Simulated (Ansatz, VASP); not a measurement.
## Ti2Si in VASP and in Ansatz

```
CELL_PARAMETERS angstrom
1.76384 1.01836 4.69244
-1.76384 1.01836 4.69244
0.00000 -2.03671 4.69244
ATOMIC_POSITIONS crystal
Ti 0.26340 0.26340 0.26340
Ti 0.73660 0.73660 0.73660
Si 0.50000 0.50000 0.50000
```

Alike in both runs: functional PBEsol; k mesh 12 × 12 × 12; occupations gaussian, width 0.1 eV; no spin polarisation.

Ansatz relaxed the structure, and its values are those at the end. VASP's run is a single point on that final structure, the one shown.

|  | VASP | Ansatz |
| --- | --- | --- |
| version | VASP 6.6.1 | Ansatz 0.2.0 |
| potentials or method | VASP PAW PBE potentials, release 64 (Ti_sv, Si), cutoff 520 eV | scalar-relativistic, plane waves, PAW |
| valence electrons in the cell | 28 | 28 |

VASP gave:

* gap on the k mesh at the Fermi level (eV): none
* pressure (GPa): 0.1
* rms of the force components (eV/Å): 0.009

Question: What did Ansatz give for the same quantities?

Answer: gap on the k mesh at the Fermi level (eV): none; pressure (GPa): 0.0; rms of the force components (eV/Å): 0.002.

VASP's potentials were made for PBE, not for PBEsol. A gap of «none» marks a metal or a gap that the smearing closes. With one functional, cell and mesh, what is left measures potentials, basis and numerics.
